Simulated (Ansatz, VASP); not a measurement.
# Ta in VASP and in Ansatz

```xyz
1
Lattice="-1.6513 1.6513 1.6513 1.6513 -1.6513 1.6513 1.6513 1.6513 -1.6513" Properties=species:S:1:pos:R:3 pbc="T T T"
Ta    0.0000    0.0000    0.0000
```

Alike in both runs: task single point; functional PBE; dispersion D3(BJ); k mesh 8 × 8 × 8; occupations gaussian, width 0.1 eV; no spin polarisation.

|  | VASP | Ansatz |
| --- | --- | --- |
| version | VASP 6.6.1 | Ansatz 0.2.0 |
| potentials or method | VASP PAW PBE potentials, release 64 (Ta_pv), cutoff 500 eV | scalar-relativistic, plane waves, PAW |
| valence electrons in the cell | 11 | 13 |

|  | VASP | Ansatz | Ansatz less VASP |
| --- | --- | --- | --- |
| gap on the k mesh at the Fermi level (eV) | none | none | - |
| pressure (GPa) | -5.0 | -5.1 | -0.13 |

A gap of «none» marks a metal or a gap that the smearing closes. VASP's potentials hold 11 valence electrons a cell and Ansatz's 13, so a difference there can come from the potentials and not from the codes.

Neither program's run includes spin-orbit coupling.
